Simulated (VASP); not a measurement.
# Al (Cmcm) in VASP: a series of runs, part 2 of 2

VASP 6.6.1. The steps go on from the part before.

### 4 Single point, PBE+D3(BJ) (strain -0.0150 x Voigt [1, -1, 0, 0, 0, 0])

INCAR

```
PREC = Accurate ; ENCUT = 520
EDIFF = 1E-6 ; ISMEAR = 0
SIGMA = 0.15 ; LREAL = F
LASPH = T ; NELM = 100
ALGO = Fast ; ISIF = 2
LWAVE = F ; LCHARG = T
GGA = PE ; IVDW = 12
LELF = T ; LVHAR = T
NBANDS = 10
```

KPOINTS

```
Automatic mesh
0
Gamma
  18 18 10
```

POSCAR

```
Al
1.0
    2.7702685212      0.0000000000      0.0000000000
   -1.3851342606      2.4721926481      0.0000000000
    0.0000000000      0.0000000000      4.8668500000
Al
2
Direct
    0.6666666667      0.3333333333      0.7500000000
    0.3333333333      0.6666666667      0.2500000000
```

Potentials or basis: VASP PAW PBE potentials, release 64 (Al).

Command:

```
$ cat potpaw_PBE.64/Al/POTCAR > POTCAR
$ mpirun -np 1 vasp_std > vasp.out
```

OUTCAR:

```text
PREC = Accurate
   ENCUT = 520
   EDIFF = 1E-6
   ISMEAR = 0
   LREAL = F
   LASPH = T
   NELM = 100
   ISIF = 2
   GGA = PE
   IVDW = 12
 IVDW          = 12

 ion  position               nearest neighbor table
   1  0.667  0.333  0.750-   2 2.92   2 2.92   2 2.92   2 2.92   2 2.94   2 2.94
   2  0.333  0.667  0.250-   1 2.92   1 2.92   1 2.92   1 2.92   1 2.94   1 2.94

  LATTYP: Found a base centered orthorhombic cell.
 ALAT       =     2.7702685212
 B/A-ratio  =     1.7848036240
 C/A-ratio  =     1.7568152555

  Lattice vectors:

 A1 = (   1.3851342606,  -2.4721926481,   0.0000000000)
 A2 = (   1.3851342606,   2.4721926481,   0.0000000000)
 A3 = (   0.0000000000,   0.0000000000,   4.8668500000)

Analysis of symmetry for initial positions (statically):
=====================================================================
 Subroutine PRICEL returns:
 Original cell was already a primitive cell.

 Routine SETGRP: Setting up the symmetry group for a
 base centered orthorhombic supercell.

 Subroutine GETGRP returns: Found  8 space group operations
 (whereof  4 operations were pure point group operations)
 out of a pool of  8 trial point group operations.

The static configuration has the point symmetry C_2h.
 The point group associated with its full space group is D_2h.

Analysis of symmetry for dynamics (positions and initial velocities):
=====================================================================
 Subroutine PRICEL returns:
 Original cell was already a primitive cell.

 Routine SETGRP: Setting up the symmetry group for a
 base centered orthorhombic supercell.

 Subroutine GETGRP returns: Found  8 space group operations
 (whereof  4 operations were pure point group operations)
 out of a pool of  8 trial point group operations.

The dynamic configuration has the point symmetry C_2h.
 The point group associated with its full space group is D_2h.

 Subroutine INISYM returns: Found  8 space group operations
 (whereof  4 operations are pure point group operations),
 and found     1 'primitive' translations

[... 121 lines left out ...]
   AEXX    =    0.0000 exact exchange contribution
   IVDW    =    12    specifies the selected vdW correction
   LEPSILON=     F    determine dielectric tensor
   LRPA    =     F    only Hartree local field effects (RPA)
 non-spin polarized calculation
 RMM-DIIS sequential band-by-band and
 Gauss-broadening in eV      SIGMA  =   0.15
  energy-cutoff  :      520.00
  volume of cell :       33.33
 maximum number of plane-waves:       914
 NGX is ok and might be reduce to    24
   NGX = 11   NGY = 11   NGZ = 19

 number of electron       6.0000000 magnetization

 Free energy of the ion-electron system (eV)
  ---------------------------------------------------
  ext. energy  EPLUGINS =         0.00000000
  ---------------------------------------------------
  free energy    TOTEN  =        -7.42010860 eV

  energy without entropy =       -7.41016197  energy(sigma->0) =       -7.41513529

 E-fermi :   7.8688     XC(G=0): -10.1599

 val. band max:        7.8642122149   @ k =   0.1111   0.1111   0.3000
 cond. band min:       7.8690717461   @ k =   0.3889   0.1111   0.0000
 fundamental gap:      0.0048595311
 Fermi energy:         7.8687686922

 k-point     1 :       0.0000    0.0000    0.0000
  band No.  band energies     occupation
      1      -3.1746      2.00000
      2       2.8267      2.00000
      3       3.0644      2.00000
      4      18.7933      0.00000
      5      19.0987      0.00000
      6      19.2005      0.00000
      7      19.6974      0.00000
      8      19.9940      0.00000
      9      20.2685      0.00000
     10      22.6180      0.00000
[... 287 lines left out ...]
 k-point    24 :      -0.2778    0.0556    0.0000
  band No.  band energies     occupation
      1      -1.5280      2.00000
      2       4.4166      2.00000
      3       4.6116      2.00000
      4      10.6116      0.00000
      5      14.1427      0.00000
      6      15.9786      0.00000
      7      16.3761      0.00000
      8      17.8593      0.00000
      9      19.3444      0.00000
     10      20.1930      0.00000

 [... further k-points ...]

------------------------ aborting loop because EDIFF is reached ----------------------------------------

 Edisp (eV)   -0.66584

 E8    (eV) :    -0.2977

  FORCE on cell =-STRESS in cart. coord.  units (eV):
  Direction    XX          YY          ZZ          XY          YZ          ZX
  --------------------------------------------------------------------------------------
  -------------------------------------------------------------------------------------
  Total      -0.28849    -0.68677    -0.98046     0.00000    -0.00000     0.00000
  in kB     -13.86703   -33.01187   -47.12878     0.00000    -0.00000     0.00000
  external pressure =      -31.34 kB  Pullay stress =        0.00 kB

 VOLUME and BASIS-vectors are now :
 -----------------------------------------------------------------------------
  energy-cutoff  :      520.00
  volume of cell :       33.33
      direct lattice vectors                 reciprocal lattice vectors
     2.770268521  0.000000000  0.000000000     0.360975838  0.202249610  0.000000000
    -1.385134261  2.472192648  0.000000000     0.000000000  0.404499221  0.000000000
     0.000000000  0.000000000  4.866850000     0.000000000  0.000000000  0.205471712

 POSITION                                       TOTAL-FORCE (eV/Angst)
 -----------------------------------------------------------------------------------
      1.38513      0.82406      3.65014        -0.000000      0.003730      0.000000
     -0.00000      1.64813      1.21671         0.000000     -0.003730     -0.000000
 -----------------------------------------------------------------------------------
    total drift:                                0.000000     -0.000000      0.000000

  FREE ENERGIE OF THE ION-ELECTRON SYSTEM (eV)
  ---------------------------------------------------
  free  energy   TOTEN  =        -8.0859513475 eV

  energy  without entropy=       -8.0760047191  energy(sigma->0) =       -8.08097803
```

Wall time 82 s (1 thread of Intel Xeon Platinum 8124M at 3.00GHz (Skylake/Cascade Lake), shared host); peak memory 0.27 GiB.

Results:

| Item | Value |
| --- | --- |
| Free energy | -8.0860 eV |
| Pressure | -3.1 GPa |
| Largest force | 0.004 eV/Å |
| Band gap on the k mesh | zero (band 3 reaches 11.61 eV, above the bottom of band 4 at 4.59 eV) |
| Dispersion energy per atom | -0.333 eV |

Forces in eV/Å, atoms in the order of the input:
```
Al   0.000  0.004  0.000
Al   0.000 -0.004  0.000
```

Levels at points of the mesh, in eV from the Fermi level:
```
           k point  band 1  band 2  band 3  band 4  band 5  band 6  band 7  band 8
(0.00, 0.00, 0.00)  -11.04   -5.04   -4.80   10.92   11.23   11.33   11.83   12.13
(0.50, 0.00, 0.00)   -4.89   -4.83    0.71    0.75    1.48    1.54    6.00    7.60
(0.00, 0.50, 0.00)   -5.21   -5.03    0.43    0.49    1.13    1.36    6.85    8.28
(0.00, 0.00, 0.50)   -9.49   -9.49    2.41    2.41   12.09   12.09   12.88   12.88
(0.50, 0.00, 0.50)   -3.71   -3.71   -2.94   -2.94    7.31    7.31    7.43    7.43
(0.00, 0.50, 0.50)   -3.92   -3.92   -3.28   -3.28    7.50    7.50    7.73    7.73
```

Caveat: the cell differs from its parent crystal (strain -0.0150 x Voigt [1, -1, 0, 0, 0, 0]); pairwise dispersion overbinds metals, which lowers pressure and volume.

### 5 Single point, PBE+D3(BJ) (strain +0.0100 x Voigt [1, -1, 0, 0, 0, 0])

INCAR

```
ALGO = Fast ; EDIFF = 1E-6
ENCUT = 520 ; GGA = PE
ISIF = 2 ; ISMEAR = 0
IVDW = 12 ; LASPH = T
LCHARG = T ; LELF = T
LREAL = F ; LVHAR = T
LWAVE = F ; NBANDS = 10
NELM = 60 ; PREC = Accurate
SIGMA = 0.15
```

KPOINTS

```
k-points
0
Gamma
  18 18 10
```

POSCAR

```
Al
1.0
    2.8405799050      0.0000000000      0.0000000000
   -1.4202899525      2.4113012036      0.0000000000
    0.0000000000      0.0000000000      4.8668500000
Al
2
Direct
    0.6666666667      0.3333333333      0.7500000000
    0.3333333333      0.6666666667      0.2500000000
```

Command:

```
$ cat potpaw_PBE.64/Al/POTCAR > POTCAR
$ mpirun -np 1 vasp_std > vasp.out
```

It took 75 s on 1 thread of Intel Xeon Platinum 8124M at 3.00GHz (Skylake/Cascade Lake), shared host; peak memory 0.27 GiB.

Results (log left out):

- Free energy: -8.0877 eV
- Pressure: -3.2 GPa
- Band gap on the k mesh: zero (band 3 reaches 11.55 eV, above the bottom of band 4 at 4.74 eV)
- Dispersion energy per atom: -0.333 eV

Stress tensor (GPa, compression positive):
```
-3.08  0.00  0.00
 0.00 -1.78  0.00
 0.00  0.00 -4.64
```

Levels at points of the mesh, in eV from the Fermi level:
| k point | band 1 | band 2 | band 3 | band 4 | band 5 | band 6 | band 7 | band 8 |
| --- | --- | --- | --- | --- | --- | --- | --- | --- |
| (0.00, 0.00, 0.00) | -11.05 | -5.04 | -4.81 | 11.14 | 11.23 | 11.40 | 11.71 | 11.95 |
| (0.50, 0.00, 0.00) | -5.07 | -4.95 | 0.57 | 0.58 | 1.28 | 1.43 | 6.46 | 7.97 |
| (0.00, 0.50, 0.00) | -4.86 | -4.82 | 0.73 | 0.78 | 1.51 | 1.55 | 5.90 | 7.51 |
| (0.00, 0.00, 0.50) | -9.49 | -9.49 | 2.41 | 2.41 | 12.24 | 12.24 | 12.75 | 12.75 |
| (0.50, 0.00, 0.50) | -3.83 | -3.83 | -3.13 | -3.13 | 7.47 | 7.47 | 7.78 | 7.78 |
| (0.00, 0.50, 0.50) | -3.70 | -3.70 | -2.91 | -2.91 | 7.23 | 7.23 | 7.38 | 7.38 |

Caveat: the cell differs from its parent crystal (strain +0.0100 x Voigt [1, -1, 0, 0, 0, 0]); pairwise dispersion overbinds metals, which lowers pressure and volume.

### 6 The runs side by side

| cell | gap on the mesh (eV) | pressure (GPa) |
| --- | --- | --- |
| a = 2.827, b = 2.805, c = 4.867 Å, angles 90.0, 90.0, 120.2°, 2 atoms | none | -3.2 |
| a = 2.869, b = 2.785, c = 4.867 Å, angles 90.0, 90.0, 121.0°, 2 atoms | none | -3.1 |
| a = 2.770, b = 2.834, c = 4.867 Å, angles 90.0, 90.0, 119.3°, 2 atoms | none | -3.1 |
| a = 2.841, b = 2.798, c = 4.867 Å, angles 90.0, 90.0, 120.5°, 2 atoms | none | -3.2 |

Alike in all rows: task single point; level PBE+D3(BJ); potentials or basis VASP PAW PBE potentials, release 64 (Al); no spin polarisation; k mesh 18 × 18 × 10; cutoff (eV) 520; smearing gaussian 0.15 eV.

Caveats: pairwise dispersion overbinds metals, which lowers pressure and volume.

Absolute energies hang on the potentials; compare differences alone.
